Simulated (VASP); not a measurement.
A run of VASP 6.6.1:

The input INCAR:

```
SYSTEM = AlAu2
PREC = Accurate ; ENCUT = 520
EDIFF = 1E-6 ; ISMEAR = 0
SIGMA = 0.15 ; LREAL = .False.
LASPH = .True. ; NELM = 100
ALGO = Fast ; ISIF = 2
LWAVE = .False. ; LCHARG = .True.
GGA = CA ; LELF = .True.
LVHAR = .True. ; NBANDS = 20
```

KPOINTS

```
Automatic mesh
0
Gamma
  16 16 16
  0 0 0
```

POSCAR

```
AlAu2
1.0
   -1.6027500000      1.6027500000      4.3287266251
    1.6027500000     -1.6027500000      4.3287266251
    1.6027500000      1.6027500000     -4.3287266251
Al Au
1 2
Direct
    0.0000000000      0.0000000000      0.0000000000
    0.6570428093      0.6570428093      0.0000000000
    0.3429571907      0.3429571907      0.0000000000
```

Potentials or basis: VASP PAW LDA potentials, release 64 (Al, Au).

The run is started by

```sh
$ cat potpaw_LDA.64/Al/POTCAR potpaw_LDA.64/Au/POTCAR > POTCAR
$ mpirun -np 1 vasp_std > vasp.out
```

Hardware: 1 thread of Intel Xeon 8259CL (shared host).

Task: Estimate the wall time of this run.

Result: Wall time 13 min on 1 thread of Intel Xeon 8259CL, on a shared host, peak memory 0.4 GiB. Counts: scf iterations 13, k points 349.
